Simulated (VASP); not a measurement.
Input of a VASP 6.6.1 run:

File INCAR:

```
SYSTEM = Si
  PREC = Accurate
  ENCUT = 520
  EDIFF = 1E-7
  ISMEAR = 0
  SIGMA = 0.1
  LREAL = .FALSE.
  LASPH = .TRUE.
  NELM = 100
  ALGO = Normal
  ISIF = 2
  LWAVE = .FALSE.
  LCHARG = .FALSE.
  NBANDS = 13
```

The input KPOINTS:

```
Automatic mesh
0
G
  7 7 3
  0 0 0
```

The input POSCAR:

```
Si
1.0
    4.1303427900      0.0000000000      0.0000000000
   -2.0651714000      3.5769817900      0.0000000000
    0.0000000000      0.0000000000      8.6984348700
Si
3
Direct
    0.6666666667      0.3333333333      0.5000000000
    0.0000000000      0.0000000000      0.0000000000
    0.0000000000      0.0000000000      0.5000000000
```

Potentials or basis: VASP PAW LDA potentials, release 64 (Si).

Run with:

```bash
$ cat potpaw_LDA.64/Si/POTCAR > POTCAR
$ mpirun -np 1 vasp_std > vasp.out
```

Problem. What does it give for the pressure?

Solution. -7.3 GPa.

Problem. Predict the band gap on the k mesh.

Solution. Zero (band 6 reaches 1.04 eV, above the bottom of band 7 at 0.25 eV).

Stress tensor (GPa, compression positive):
```
-9.28  0.00  0.00
 0.00 -9.28  0.00
 0.00  0.00 -3.24
```
